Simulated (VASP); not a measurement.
# Si4P (P-6m2) in VASP: notebook, part 2 of 2

VASP 6.6.1. The steps go on from the part before.

## 4. Single point, PBE

This run uses another cell than the first one: it holds 5 atoms, not 10.

INCAR reads:

```
  PREC = Accurate
  ENCUT = 520
  EDIFF = 1E-6
  ISMEAR = 0
  SIGMA = 0.1
  LREAL = F
  LASPH = T
  NELM = 60
  ALGO = Normal
  ISIF = 2
  LWAVE = F
  LCHARG = F
  GGA = PE
  NBANDS = 18
```

KPOINTS reads:

```
regular mesh
0
Gamma
  12 12 4
```

POSCAR reads:

```
Si4P
1.0
    3.6725036951      0.0000000000      0.0000000000
   -1.8362518476      3.1804814955      0.0000000000
    0.0000000000      0.0000000000      9.8609532851
Si P
4 1
Direct
    0.3333333333      0.6666666667      0.7623448309
    0.3333333333      0.6666666667      0.2376551691
    0.3333333333      0.6666666667      0.5000000000
    0.3333333333      0.6666666667      0.0000000000
    0.6666666667      0.3333333333      0.5000000000
```

Potentials or basis: VASP PAW PBE potentials, release 64 (Si, P).

Started as:

```
$ cat potpaw_PBE.64/Si/POTCAR potpaw_PBE.64/P/POTCAR > POTCAR
$ mpirun -np 1 vasp_std > vasp.out
```

OUTCAR:

```text
PREC = Accurate
   ENCUT = 520
   EDIFF = 1E-6
   ISMEAR = 0
   LREAL = F
   LASPH = T
   NELM = 60
   ISIF = 2
   GGA = PE

 ion  position               nearest neighbor table
   1  0.333  0.667  0.762-   4 2.34   3 2.59
   2  0.333  0.667  0.238-   4 2.34   3 2.59
   3  0.333  0.667  0.500-   5 2.12   5 2.12   5 2.12   1 2.59   2 2.59
   4  0.333  0.667  0.000-   1 2.34   2 2.34
   5  0.667  0.333  0.500-   3 2.12   3 2.12   3 2.12

[... 708 lines left out ...]
  --------------------------------------------------------------------------------------
  -------------------------------------------------------------------------------------
  Total       -0.0794962     -0.0794962      0.0018316      0.0000000      0.0000000      0.0000000
  in kB       -1.1058157     -1.1058157      0.0254778      0.0000000      0.0000000      0.0000000
  external PRESSURE =      -0.7287179 kB  Pullay stress =       0.0000000 kB

 VOLUME and BASIS-vectors are now :
 -----------------------------------------------------------------------------
  energy-cutoff  :      520.00
  volume of cell :      115.18
      direct lattice vectors                 reciprocal lattice vectors
     3.672503695  0.000000000  0.000000000     0.272293804  0.157208901  0.000000000
    -1.836251848  3.180481496  0.000000000     0.000000000  0.314417802  0.000000000
     0.000000000  0.000000000  9.860953285     0.000000000  0.000000000  0.101410074

 POSITION                                       TOTAL-FORCE (eV/Angst)
 -----------------------------------------------------------------------------------
     -0.00000      2.12032      7.51745        -0.000000      0.000000      0.001533
     -0.00000      2.12032      2.34351         0.000000      0.000000     -0.001533
     -0.00000      2.12032      4.93048         0.000000     -0.000000      0.000000
     -0.00000      2.12032      0.00000        -0.000000      0.000000      0.000000
      1.83625      1.06016      4.93048        -0.000000      0.000000      0.000000
 -----------------------------------------------------------------------------------
    total drift:                                0.000000     -0.000000      0.000000

  FREE ENERGIE OF THE ION-ELECTRON SYSTEM (eV)
  ---------------------------------------------------
  free  energy   TOTEN  =       -21.4096814685 eV

  energy  without entropy=      -21.3971083541  energy(sigma->0) =      -21.40339491
```

OSZICAR:

```text
N       E                     dE             d eps       ncg     rms          rms(c)
DAV:   1     0.514091873913E+02    0.51409E+02   -0.77714E+03  2052   0.922E+02
DAV:   2    -0.179136983437E+02   -0.69323E+02   -0.66895E+02  2762   0.139E+02
DAV:   3    -0.218094621299E+02   -0.38958E+01   -0.38479E+01  2682   0.313E+01
DAV:   4    -0.218662380123E+02   -0.56776E-01   -0.56687E-01  2664   0.467E+00
DAV:   5    -0.218673259031E+02   -0.10879E-02   -0.10877E-02  2658   0.621E-01    0.820E+00
DAV:   6    -0.215156852132E+02    0.35164E+00   -0.10469E+00  2656   0.381E+00    0.468E+00
DAV:   7    -0.214425027765E+02    0.73182E-01   -0.59716E-01  2530   0.309E+00    0.249E+00
DAV:   8    -0.214098751290E+02    0.32628E-01   -0.16458E-01  2578   0.172E+00    0.350E-01
DAV:   9    -0.214099271256E+02   -0.51997E-04   -0.14233E-02  2466   0.595E-01    0.235E-01
DAV:  10    -0.214096487077E+02    0.27842E-03   -0.16528E-03  2340   0.186E-01    0.953E-02
DAV:  11    -0.214096704139E+02   -0.21706E-04   -0.15888E-04  2742   0.660E-02    0.403E-02
DAV:  12    -0.214096811120E+02   -0.10698E-04   -0.38834E-05  2304   0.309E-02    0.713E-03
DAV:  13    -0.214096814685E+02   -0.35644E-06   -0.37097E-06  2338   0.105E-02
   1 F= -.21409681E+02 E0= -.21403395E+02  d E =-.125731E-01
```

Run time: 2.9 min. Hardware: 1 thread of Intel Xeon 8259CL, shared host; peak memory 0.28 GiB.

Results:

```yaml
Free_energy: -21.4097 eV
Pressure: -0.1 GPa
Band_gap_on_the_k_mesh: zero (an odd number of electrons rules out a gap without spin polarisation)
```

Levels at points of the mesh, in eV from the Fermi level:
```
           k point  band 9  band 10  band 11  band 12  band 13  band 14
(0.00, 0.00, 0.00)    0.21     1.22     1.22     2.03     2.03     2.22
(0.50, 0.00, 0.00)   -3.26    -0.92    -0.40     0.23     0.57     1.37
(0.00, 0.00, 0.50)    0.14     1.29     1.29     1.75     1.75     2.65
(0.50, 0.00, 0.50)   -2.20    -1.60    -0.18    -0.16     0.41     1.38
```

## 5. Relaxation of cell and atoms, PBE

This run uses another cell than the first one: it holds 5 atoms, not 10.

INCAR reads:

```
  PREC = Accurate
  ENCUT = 600
  EDIFF = 1E-6
  ISMEAR = 0
  SIGMA = 0.1
  LREAL = F
  LASPH = T
  NELM = 80
  ALGO = Normal
  ISIF = 3
  LWAVE = F
  LCHARG = F
  GGA = PE
  IBRION = 2
  NSW = 100
  EDIFFG = -0.01
```

KPOINTS reads:

```
Automatic mesh
0
Gamma
  12 12 4
```

POSCAR reads:

```
Si4P
1.0
    3.6810092581      0.0000000000      0.0000000000
   -1.8405046291      3.1878475291      0.0000000000
    0.0000000000      0.0000000000      9.8625100497
Si P
4 1
Direct
    0.3333333333      0.6666666667      0.7639701473
    0.3333333333      0.6666666667      0.2360298527
    0.3333333333      0.6666666667      0.5000000000
    0.3333333333      0.6666666667      0.0000000000
    0.6666666667      0.3333333333      0.5000000000
```

Started as:

```
$ cat potpaw_PBE.64/Si/POTCAR potpaw_PBE.64/P/POTCAR > POTCAR
$ mpirun -np 1 vasp_std > vasp.out
```

Run time: 9.3 min. Hardware: 1 thread of Intel Xeon 8259CL, shared host; peak memory 0.32 GiB.

Results (log left out):

- Free energy: -21.4101 eV
- Relaxed volume: 23.00 Å³/atom
- Relaxed cell: a = 3.669 Å, b = 3.669 Å, c = 9.867 Å, α = 90.00°, β = 90.00°, γ = 120.00°
- Space group after relaxing (to 0.1 Å): P-6m2 (No. 187)
- Energy gained by relaxing: 0.5 meV/atom
- Ionic steps: 7
- Pressure after relaxing: 0.0 GPa
- Largest force after relaxing: 0.003 eV/Å
- Band gap on the k mesh: zero (an odd number of electrons rules out a gap without spin polarisation)

Forces on the atoms (eV/Å):
```
Si   0.000  0.000  0.003
Si   0.000  0.000 -0.003
Si   0.000  0.000  0.000
Si   0.000  0.000  0.000
P    0.000  0.000  0.000
```

The path:
```
step  energy change (eV)  largest force (eV/Å)  pressure (GPa)  volume (Å³)
   1              0.0000                0.1011           -0.25       115.73
   2             -0.0021                0.0538           -0.01       115.12
   3             -0.0023                0.0377            0.08       114.92
   4             -0.0025                0.0216            0.00       115.08
   5             -0.0025                0.0126           -0.05       115.17
   6             -0.0026                0.0071           -0.03       115.12
   7             -0.0026                0.0033            0.00       115.02
```

Final structure:
```
CELL_PARAMETERS angstrom
3.66885 0.00000 0.00000
-1.83442 3.17732 0.00000
0.00000 0.00000 9.86732
ATOMIC_POSITIONS crystal
Si 0.33333 0.66667 0.76243
Si 0.33333 0.66667 0.23757
Si 0.33333 0.66667 0.50000
Si 0.33333 0.66667 0.00000
P 0.66667 0.33333 0.50000
```

Levels at points of the mesh, in eV from the Fermi level:
| k point | band 7 | band 8 | band 9 | band 10 | band 11 | band 12 | band 13 | band 14 |
| --- | --- | --- | --- | --- | --- | --- | --- | --- |
| (0.00, 0.00, 0.00) | -3.93 | -0.68 | 0.19 | 1.23 | 1.23 | 2.04 | 2.04 | 2.21 |
| (0.50, 0.00, 0.00) | -3.82 | -3.36 | -3.26 | -0.92 | -0.41 | 0.22 | 0.58 | 1.38 |
| (0.00, 0.00, 0.50) | -2.94 | -2.67 | 0.15 | 1.29 | 1.29 | 1.76 | 1.76 | 2.66 |
| (0.50, 0.00, 0.50) | -3.90 | -2.32 | -2.20 | -1.61 | -0.19 | -0.16 | 0.42 | 1.37 |

## 6. Summary

| task | cell | k mesh | cutoff (eV) | smearing | gap on the mesh (eV) | pressure (GPa) | relaxed volume (Å³/atom) | largest force (eV/Å) |
| --- | --- | --- | --- | --- | --- | --- | --- | --- |
| single point | a = 3.673, b = 3.673, c = 19.722 Å, angles 90.0, 90.0, 120.0°, 10 atoms, atomic positions A | 6 × 6 × 1 | 520 | gaussian 0.2 eV | none | 0.5 | - | 0.17 |
| relaxation of cell and atoms | relaxed from a = 3.859, b = 3.859, c = 6.386 Å, angles 90.0, 90.0, 120.0°, 5 atoms, atomic positions B | 6 × 6 × 4 | 600 | gaussian 0.1 eV | none | -0.2 | 23.30 | 0.01 |
| single point | a = 3.673, b = 3.673, c = 9.861 Å, angles 90.0, 90.0, 120.0°, 5 atoms, atomic positions C | 12 × 12 × 4 | 520 | gaussian 0.1 eV | none | -0.1 | - | - |
| relaxation of cell and atoms | relaxed from a = 3.681, b = 3.681, c = 9.863 Å, angles 90.0, 90.0, 120.0°, 5 atoms, atomic positions D | 12 × 12 × 4 | 600 | gaussian 0.1 eV | none | 0.0 | 23.00 | - |

Alike in all rows: level PBE; potentials or basis VASP PAW PBE potentials, release 64 (Si, P); no spin polarisation.

Caveats: the volume moved by over 15 % at a fixed basis, so the end points are rough (at least some runs).

Absolute energies hang on the potentials; compare differences alone.
